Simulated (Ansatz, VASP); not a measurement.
# Two plane-wave programs on GaN

POSCAR

```
GaN
1.0
    3.1402553500      0.0000000000      0.0000000000
   -1.5701276700      2.7195409100      0.0000000000
    0.0000000000      0.0000000000      5.1138172400
Ga N
2 2
Direct
    0.3333333300      0.6666666700     -0.0008901400
    0.6666666700      0.3333333300      0.4991098600
    0.3333333300      0.6666666700      0.3758901400
    0.6666666700      0.3333333300      0.8758901400
```

File INCAR.step1:

```
SYSTEM = GaN
PREC = Accurate ; ENCUT = 520
ISMEAR = -1 ; SIGMA = 0.02
LREAL = .FALSE. ; LASPH = .TRUE.
NELM = 60 ; GGA = PE
ALGO = Normal ; EDIFF = 1E-4
LWAVE = .TRUE. ; LCHARG = .FALSE.
```

The input INCAR.step2:

```
SYSTEM = GaN
PREC = Accurate ; ENCUT = 520
EDIFF = 1E-6 ; ISMEAR = -1
SIGMA = 0.02 ; LREAL = .FALSE.
LASPH = .TRUE. ; NELM = 60
ALGO = Normal ; ISIF = 2
LWAVE = .FALSE. ; LCHARG = .FALSE.
METAGGA = R2SCAN ; LMIXTAU = .TRUE.
IBRION = 2 ; NSW = 50
EDIFFG = -0.01 ; ISTART = 1
```

File KPOINTS:

```
Automatic mesh
0
G
  12 12 6
  0 0 0
```

Input for Ansatz:

```yaml
crystal:
  lattice:
    - [3.14025535, 0.0, 0.0]
    - [-1.57012767, 2.7195409, 0.0]
    - [0.0, 0.0, 5.11381724]
  atoms:
    - { symbol: Ga, position: [0.33333333, 0.66666667, -0.00089014] }
    - { symbol: Ga, position: [0.66666667, 0.33333333, 0.49910986] }
    - { symbol: "N", position: [0.33333333, 0.66666667, 0.37589014] }
    - { symbol: "N", position: [0.66666667, 0.33333333, 0.87589014] }
  symmetry: { tolerance: 0.0003 }
hamiltonian:
  xc: r2scan
  pseudopotentials: { kind: paw, azcp: { folder: soft_1 } }
basis:
  ecutwfc: 500
magnetization:
  spin_polarized: false
scf:
  occupations: { method: fermi_dirac, width: 0.02 }
kpoints:
  mp_grid: { grid: [12, 12, 6], shift: [0, 0, 0] }
  band_path:
    path:
      - [0.0, 0.0, 0.0]
      - [0.5, 0.0, 0.0]
      - [0.33333333, 0.33333333, 0.0]
      - [0.0, 0.0, 0.0]
      - [0.0, 0.0, 0.5]
      - [0.5, 0.0, 0.5]
      - [0.33333333, 0.33333333, 0.5]
      - [0.0, 0.0, 0.5]
      - [0.5, 0.0, 0.5]
      - [0.5, 0.0, 0.0]
      - [0.33333333, 0.33333333, 0.5]
    npoints: 7
output:
  forces: true
  stress: true
  eigenvalues: true
  write_potential: true
  elf: true
  volumetric_format: npy
  dos: { e_range: [-12, 8], de: 0.05 }
relax:
  max_steps: 30
```

Alike in both runs: task relaxation of the atoms; functional r2SCAN; k mesh 12 × 12 × 6; occupations fermi-dirac, width 0.02 eV; no spin polarisation.

|  | VASP | Ansatz |
| --- | --- | --- |
| version | VASP 6.6.1 | Ansatz 0.2.0 |
| potentials or method | VASP PAW PBE potentials, release 64 (Ga_d, N), cutoff 520 eV | PAW plane waves |
| valence electrons in the cell | 36 | 36 |

Ansatz gave:

| Property | Result |
| --- | --- |
| gap on the k mesh at the Fermi level, each at its own relaxed structure (eV) | 2.64 |

**Question.** Estimate VASP's values.

**Answer.** gap on the k mesh at the Fermi level, each at its own relaxed structure (eV): 2.62.

VASP's potentials were made for PBE, not for r2SCAN. Ansatz's warnings: stress scf threshold loose.
